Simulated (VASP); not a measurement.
A run of VASP 6.6.1:

File INCAR:

```
ALGO = Normal
EDIFF = 1E-6
ENCUT = 520
GGA = PE
ISIF = 2
ISMEAR = 0
LASPH = T
LCHARG = F
LREAL = F
LWAVE = F
NBANDS = 15
NELM = 80
PREC = Accurate
SIGMA = 0.1
```

File KPOINTS:

```
k-points
0
Gamma
  6 6 6
```

The input POSCAR:

```
KF
1.0
   -1.8684508800      1.8684508800      2.7307727400
    1.8684508800     -1.8684508800      2.7307727400
    1.8684508800      1.8684508800     -2.7307727400
K F
1 1
Direct
    0.9532159400      0.9532159400      0.0000000000
    0.5467840600      0.5467840600      0.0000000000
```

Potentials or basis: VASP PAW PBE potentials, release 64 (K_sv, F).

Launch:

```console
$ cat potpaw_PBE.64/K_sv/POTCAR potpaw_PBE.64/F/POTCAR > POTCAR
$ mpirun -np 1 vasp_std > vasp.out
```

Hardware: 1 thread of AMD EPYC 9R45 96-Core Processor (Zen 5), with other jobs on the host.

How long does it take, and how much memory?

Wall time 12 s on 1 thread of AMD EPYC 9R45 96-Core Processor (Zen 5) (shared host), peak memory 0.13 GiB. Counts: scf iterations 13, k points 30.
